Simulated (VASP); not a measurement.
# Ta (Im-3m) in VASP: notebook, part 2 of 2

VASP 6.6.1.

### Step 3. Relaxation of cell and atoms, r2SCAN

This run uses another cell than the first one, of 17.97 Å³/atom.

Contents of POSCAR:

```
Ta
1.0
   -1.6500000000      1.6500000000      1.6500000000
    1.6500000000     -1.6500000000      1.6500000000
    1.6500000000      1.6500000000     -1.6500000000
Ta
1
Direct
    0.0000000000      0.0000000000      0.0000000000
```

Contents of INCAR.step1:

```
  PREC = Accurate
  ENCUT = 550
  ISMEAR = -1
  SIGMA = 0.1
  LREAL = F
  LASPH = T
  NELM = 120
  GGA = PE
  ALGO = Normal
  EDIFF = 1E-5
  LWAVE = T
  LCHARG = F
  GGA_COMPAT = F
  IBRION = 2
  ISIF = 3
  EDIFFG = -0.005
  NELMIN = 4
  NSW = 100
```

Contents of INCAR.step2:

```
  PREC = Accurate
  ENCUT = 550
  EDIFF = 1E-7
  ISMEAR = -1
  SIGMA = 0.1
  LREAL = F
  LASPH = T
  NELM = 120
  ALGO = Normal
  ISIF = 3
  LWAVE = F
  LCHARG = F
  METAGGA = R2SCAN
  LMIXTAU = T
  IBRION = 2
  NSW = 80
  EDIFFG = -0.03
  ISTART = 1
  GGA_COMPAT = F
  NELMIN = 4
```

Contents of KPOINTS:

```
Automatic mesh
0
Gamma
  9 9 9
```

Potentials or basis: VASP PAW PBE potentials, release 64 (Ta_pv).

Command:

```sh
cat potpaw_PBE.64/Ta_pv/POTCAR > POTCAR
cp INCAR.step1 INCAR
mpirun -np 1 vasp_std > vasp.out
cp INCAR.step2 INCAR
mpirun -np 1 vasp_std > vasp.out
```

OUTCAR:

```text
PREC = Accurate
   ENCUT = 550
   EDIFF = 1E-7
   ISMEAR = -1
   LREAL = F
   LASPH = T
   NELM = 120
   ISIF = 3
   METAGGA = R2SCAN
   IBRION = 2
   NSW = 80
   EDIFFG = -0.03
   ISTART = 1
   NELMIN = 4

 ion  position               nearest neighbor table
   1  0.000  0.000  0.000-

  LATTYP: Found a body centered cubic cell.
 ALAT       =     3.3000000000

  Lattice vectors:

 A1 = (  -1.6500000000,   1.6500000000,   1.6500000000)
 A2 = (   1.6500000000,  -1.6500000000,   1.6500000000)
 A3 = (   1.6500000000,   1.6500000000,  -1.6500000000)

Analysis of symmetry for initial positions (statically):
=====================================================================
 Subroutine PRICEL returns:
 Original cell was already a primitive cell.

 Routine SETGRP: Setting up the symmetry group for a
 body centered cubic supercell.

 Subroutine GETGRP returns: Found 48 space group operations
 (whereof 48 operations were pure point group operations)
 out of a pool of 48 trial point group operations.

The static configuration has the point symmetry O_h .

Analysis of symmetry for dynamics (positions and initial velocities):
=====================================================================
 Subroutine PRICEL returns:
 Original cell was already a primitive cell.

 Routine SETGRP: Setting up the symmetry group for a
 body centered cubic supercell.

 Subroutine GETGRP returns: Found 48 space group operations
 (whereof 48 operations were pure point group operations)
 out of a pool of 48 trial point group operations.

The dynamic configuration has the point symmetry O_h .

 Subroutine INISYM returns: Found 48 space group operations
 (whereof 48 operations are pure point group operations),
 and found     1 'primitive' translations

----------------------------------------------------------------------------------------
[... 126 lines left out ...]
 maximum number of plane-waves:       543
 NGX is ok and might be reduce to    24
   NGX = 11   NGY = 11   NGZ = 11

--------------------------------------- Ionic step        1  -------------------------------------------

 number of electron      11.0000002 magnetization

 Free energy of the ion-electron system (eV)
  ---------------------------------------------------
  ext. energy  EPLUGINS =         0.00000000
  ---------------------------------------------------
  free energy    TOTEN  =       -48.59052703 eV

  energy without entropy =      -48.54033956  energy(sigma->0) =      -48.56543330

------------------------ aborting loop because EDIFF is reached ----------------------------------------

  FORCE on cell =-STRESS in cart. coord.  units (eV):
  Direction    XX          YY          ZZ          XY          YZ          ZX
  --------------------------------------------------------------------------------------
  -------------------------------------------------------------------------------------
  Total        0.2782309      0.2782309      0.2782309      0.0000000      0.0000000      0.0000000
  in kB       24.8087037     24.8087037     24.8087037      0.0000000      0.0000000      0.0000000
  external PRESSURE =      24.8087037 kB  Pullay stress =       0.0000000 kB
[... 57 lines left out ...]
--------------------------------------- Ionic step        3  -------------------------------------------

 number of electron      11.0000001 magnetization

 Free energy of the ion-electron system (eV)
  ---------------------------------------------------
  ext. energy  EPLUGINS =         0.00000000
  ---------------------------------------------------
  free energy    TOTEN  =       -48.59224408 eV

  energy without entropy =      -48.54247869  energy(sigma->0) =      -48.56736139

 E-fermi :   5.2820     XC(G=0): -13.7140

 val. band max:        5.2810291542   @ k =   0.1111   0.1111   0.0000
 cond. band min:       5.2834594996   @ k =   0.3333   0.1111   0.1111
 fundamental gap:      0.0024303454
 Fermi energy:         5.2820151561

 k-point     1 :       0.0000    0.0000    0.0000
  band No.  band energies     occupation
      1     -29.0325      2.00000
      2     -29.0325      2.00000
      3     -29.0325      2.00000
      4      -3.0464      2.00000
      5       6.0814      0.00067
      6       6.0814      0.00067
      7       6.0814      0.00067
      8       9.5309      0.00000
      9       9.5309      0.00000
[... 265 lines left out ...]
 k-point    24 :      -0.4444   -0.4444    0.1111
  band No.  band energies     occupation
      1     -30.1037      2.00000
      2     -29.5986      2.00000
      3     -29.2231      2.00000
      4       1.9681      2.00000
      5       4.5069      1.99914
      6       4.5244      1.99898
      7       8.0566      0.00000
      8      11.3650      0.00000
      9      14.3117      0.00000

 [... further k-points ...]

------------------------ aborting loop because EDIFF is reached ----------------------------------------

  FORCE on cell =-STRESS in cart. coord.  units (eV):
  Direction    XX          YY          ZZ          XY          YZ          ZX
  --------------------------------------------------------------------------------------
  -------------------------------------------------------------------------------------
  Total       -0.0009476     -0.0009476     -0.0009476      0.0000000     -0.0000000      0.0000000
  in kB       -0.0834442     -0.0834442     -0.0834442      0.0000000     -0.0000000      0.0000000
  external PRESSURE =      -0.0834442 kB  Pullay stress =       0.0000000 kB
[... 16 lines left out ...]
  FREE ENERGIE OF THE ION-ELECTRON SYSTEM (eV)
  ---------------------------------------------------
  free  energy   TOTEN  =       -48.5922440812 eV

  energy  without entropy=      -48.5424786893  energy(sigma->0) =      -48.56736139

 reached required accuracy - stopping structural energy minimisation
```

Run time: 52 s. Hardware: 1 thread of Intel Xeon Platinum 8488C (Sapphire Rapids), shared host; peak memory 0.16 GiB.

Results:

```
Free energy                           : -48.5922 eV
Relaxed volume                        : 18.19 Å³/atom
Relaxed cell                          : a = 2.870 Å, b = 2.870 Å, c = 2.870 Å, α = 109.47°, β = 109.47°, γ = 109.47°
Space group after relaxing (to 0.1 Å) : Im-3m (No. 229)
Energy gained by relaxing             : 1.7 meV/atom
Ionic steps                           : 3
Pressure after relaxing               : 0.0 GPa
Band gap on the k mesh                : zero (an odd number of electrons rules out a gap without spin polarisation)
```

The path:
```
step  energy change (eV)  largest force (eV/Å)  pressure (GPa)  volume (Å³)
   1              0.0000                0.0000            2.48        17.97
   2              0.0067                0.0000           -5.18        18.70
   3             -0.0017                0.0000           -0.01        18.19
```

Final structure:
```
Ta
1.0
    -1.65689    1.65689    1.65689
     1.65689   -1.65689    1.65689
     1.65689    1.65689   -1.65689
Ta
1
Direct
  0.00000 0.00000 0.00000
```

Caveat: the PAW data sets were made with another functional, which shifts forces and pressure a little; spin-orbit coupling is left out, which moves the levels of the heavy elements.
